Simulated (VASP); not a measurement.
## Na4TmSb: single point with PBE

The system is Na4TmSb.

```xyz
6
Lattice="0.0000 4.4305 4.4305 4.4305 0.0000 4.4305 4.4305 4.4305 0.0000" Properties=species:S:1:pos:R:3 pbc="T T T"
Na    3.3247    5.5363    5.5363
Na    3.3247    3.3247    3.3247
Na    5.5363    3.3247    5.5363
Na    5.5363    5.5363    3.3247
Tm    0.0000    0.0000    0.0000
Sb    6.6457    6.6457    6.6457
```

```
Program             : VASP 6.6.1
Task                : single point
Functional          : PBE
Potentials or basis : VASP PAW PBE potentials, release 64 (Na_pv, Tm_3, Sb), 4f in core
Cutoff              : 500 eV
k mesh              : 8 × 8 × 8
Occupations         : gaussian, width 0.1 eV
Spin                : no spin polarisation
```

* Pressure: 0.0 GPa
* Largest force: 0.008 eV/Å
* Band gap on the k mesh: zero (bands 21 and 22 overlap by 0.61 eV)

Forces on the atoms (eV/Å):
```
Na  -0.005  0.005  0.005
Na  -0.005 -0.005 -0.005
Na   0.005 -0.005  0.005
Na   0.005  0.005 -0.005
Tm   0.000  0.000  0.000
Sb   0.000  0.000  0.000
```

Levels at points of the mesh, in eV from the Fermi level:
```csv
k point,band 17,band 18,band 19,band 20,band 21,band 22,band 23,band 24,band 25,band 26
"(0.00, 0.00, 0.00)",-2.87,-1.97,-1.97,-1.97,0.41,0.41,1.18,1.18,1.18,1.27
"(0.50, 0.00, 0.00)",-3.78,-2.00,-2.00,-1.52,-0.03,0.21,0.21,0.77,0.77,1.76
"(0.50, 0.50, 0.00)",-3.66,-2.24,-2.24,-1.68,-1.09,0.73,0.73,0.82,1.57,1.82
```

It took 90 s on 1 thread of Intel(R) Xeon(R) 6975P-C (Granite Rapids), with other jobs on the host, peak memory 0.39 GiB.

Caveat: spin-orbit coupling is left out, which moves the levels of the heavy elements; the 4f electrons are frozen in the core, so they carry no moment and show no levels. Spin polarisation is off, so any magnetic state and its effect on volume and gap are missing.
